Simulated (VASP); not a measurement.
A run of VASP 6.6.1 is set up as follows.

Contents of INCAR:

```
SYSTEM = Cu
  PREC = Accurate
  ENCUT = 520
  EDIFF = 1E-6
  ISMEAR = 0
  SIGMA = 0.1
  LREAL = .False.
  LASPH = .True.
  NELM = 100
  ALGO = Normal
  ISIF = 2
  LWAVE = .False.
  LCHARG = .True.
  GGA = PE
  LELF = .True.
  LVHAR = .True.
  NBANDS = 12
```

Contents of KPOINTS:

```
regular mesh
0
Gamma
  4 4 4
  0 0 0
```

The input POSCAR:

```
Cu
1.0
   -1.4746519689      1.4746519689      1.3744398143
    1.4746519689     -1.4746519689      1.3744398143
    1.4746519689      1.4746519689     -1.3744398143
Cu
1
Direct
    0.0000000000      0.0000000000      0.0000000000
```

Potentials or basis: VASP PAW PBE potentials, release 64 (Cu).

Run with:

```sh
$ cat potpaw_PBE.64/Cu/POTCAR > POTCAR
$ mpirun -np 1 vasp_std > vasp.out
```

(1) What does it give for the band gap on the k mesh?

(2) What does it give for the pressure?

## Answers

(1) zero (an odd number of electrons rules out a gap without spin polarisation).

(2) 0.5 GPa.

Caveat: the k points lie up to 0.78 Å⁻¹ apart, too coarse for converged energies and pressures of a metal.
